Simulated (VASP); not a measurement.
A run of VASP 6.6.1 is set up as follows.

The input INCAR:

```
PREC     = Accurate       # precision mode
ENCUT    = 520            # plane-wave cutoff, eV
EDIFF    = 1E-6           # SCF threshold, eV
ISMEAR   = -1             # smearing method
SIGMA    = 0.05           # smearing width, eV
LREAL    = F              # projectors in reciprocal space
LASPH    = T              # aspherical terms in the spheres
NELM     = 60             # most SCF steps
ALGO     = Normal         # electronic algorithm
ISIF     = 2              # what is computed and relaxed
LWAVE    = F              # write WAVECAR
LCHARG   = F              # write CHGCAR
GGA      = PS             # functional
NBANDS   = 7              # bands
```

The input KPOINTS:

```
regular mesh
0
Gamma
  23 23 23
```

Contents of POSCAR:

```
Be
1.0
    0.0000000000      1.4905874752      1.4905874752
    1.4905874752      0.0000000000      1.4905874752
    1.4905874752      1.4905874752      0.0000000000
Be
1
Direct
    0.0000000000      0.0000000000      0.0000000000
```

Potentials or basis: VASP PAW PBE potentials, release 64 (Be).

Command:

```bash
$ cat potpaw_PBE.64/Be/POTCAR > POTCAR
$ mpirun -np 1 vasp_std > vasp.out
```

(1) What does it give for the band gap on the k mesh?

(2) Predict the pressure.

## Answers

(1) zero (band 1 reaches 9.81 eV, above the bottom of band 2 at 9.07 eV).

(2) 26.9 GPa.

Caveat: the PAW data sets were made with another functional, which shifts forces and pressure a little.
